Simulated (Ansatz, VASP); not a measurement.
Two plane-wave programs on H6Rh

Contents of INCAR:

```
SYSTEM = H6Rh
  PREC = Accurate
  ENCUT = 600
  EDIFF = 1E-7
  ISMEAR = 0
  SIGMA = 0.1
  LREAL = .False.
  LASPH = .True.
  NELM = 80
  ALGO = Normal
  ISIF = 3
  LWAVE = .False.
  LCHARG = .False.
  GGA = PE
  IBRION = 2
  NSW = 90
  EDIFFG = -0.04
```

The input KPOINTS:

```
Automatic mesh
0
Gamma
  6 6 6
  0 0 0
```

POSCAR

```
H6Rh
1.0
    0.0000000000      3.0728766000      3.0728766000
    3.0728766000      0.0000000000      3.0728766000
    3.0728766000      3.0728766000      0.0000000000
H Rh
6 1
Direct
    0.1828826000      0.1828826000      0.1828826000
    0.1828826000      0.1828826000      0.4513521900
    0.1828826000      0.4513521900      0.1828826000
    0.4513521900      0.1828826000      0.1828826000
    0.7500000000      0.7500000000      0.7500000000
    0.5000000000      0.5000000000      0.5000000000
    0.0000000000      0.0000000000      0.0000000000
```

Input for Ansatz:

```yaml
crystal:
  lattice:
    - [0.0, 3.0728766, 3.0728766]
    - [3.0728766, 0.0, 3.0728766]
    - [3.0728766, 3.0728766, 0.0]
  atoms:
    - { symbol: H, position: [0.1828826, 0.1828826, 0.1828826] }
    - { symbol: H, position: [0.1828826, 0.1828826, 0.45135219] }
    - { symbol: H, position: [0.1828826, 0.45135219, 0.1828826] }
    - { symbol: H, position: [0.45135219, 0.1828826, 0.1828826] }
    - { symbol: H, position: [0.75, 0.75, 0.75] }
    - { symbol: H, position: [0.5, 0.5, 0.5] }
    - { symbol: Rh, position: [0.0, 0.0, 0.0] }
basis:
  ecutwfc: 420
kpoints:
  mp_grid: { grid: [6, 6, 6] }
hamiltonian:
  xc: pbe
scf:
  occupations: { method: gaussian, width: 0.1 }
  lower_state_search: "off"
output:
  forces: true
  stress: true
  eigenvalues: true
relax:
  adjacent_minimum: "off"
  f_tol: 0.04
  max_steps: 70
  cell: { stress_tol: 0.4 }
```

Alike in both runs: task relaxation of cell and atoms; functional PBE; k mesh 6 × 6 × 6; occupations gaussian, width 0.1 eV; no spin polarisation.

|  | VASP | Ansatz |
| --- | --- | --- |
| version | VASP 6.6.1 | Ansatz 0.2.0 |
| potentials or method | VASP PAW PBE potentials, release 64 (H, Rh_pv), cutoff 600 eV | scalar-relativistic, plane waves, PAW |
| valence electrons in the cell | 21 | 23 |

```tsv
	VASP	Ansatz	Ansatz less VASP
gap on the k mesh at the Fermi level, each at its own relaxed structure (eV)	none	none	-
relaxed volume (Å³/atom)	6.78	6.84	+0.061
relaxed length of the cell vector where the two differ most in proportion (Å)	4.064	4.076	+0.0122
```

A gap of «none» marks a metal or a gap that the smearing closes. VASP's potentials hold 21 valence electrons a cell and Ansatz's 23, so a difference there can come from the potentials and not from the codes.

Noted on VASP's run: the volume moved by over 15 % at a fixed basis, so the end points are rough.
